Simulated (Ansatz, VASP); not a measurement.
**Rb2As in VASP and in Ansatz**

```
Rb As
1.0
    -2.21875    2.21875    5.58731
     2.21875   -2.21875    5.58731
     2.21875    2.21875   -5.58731
Rb As
2 1
Direct
  0.34753 0.34753 0.00000
  0.65247 0.65247 0.00000
  0.00000 0.00000 0.00000
```

Alike in both runs: functional PBE; dispersion D3(BJ); k mesh 14 × 14 × 14; occupations gaussian, width 0.1 eV; no spin polarisation.

Ansatz relaxed the structure, and its values are those at the end. VASP's run is a single point on that final structure, the one shown.

|  | VASP | Ansatz |
| --- | --- | --- |
| version | VASP 6.6.1 | Ansatz 0.2.0 |
| potentials or method | VASP PAW PBE potentials, release 64 (Rb_sv, As), cutoff 520 eV | scalar-relativistic, plane waves, PAW |
| valence electrons in the cell | 23 | 33 |

|  | VASP | Ansatz | Ansatz less VASP |
| --- | --- | --- | --- |
| gap on the k mesh at the Fermi level (eV) | none | none | - |
| pressure (GPa) | 0.0 | 0.0 | -0.04 |

A gap of «none» marks a metal or a gap that the smearing closes. VASP's potentials hold 23 valence electrons a cell and Ansatz's 33, so a difference there can come from the potentials and not from the codes.
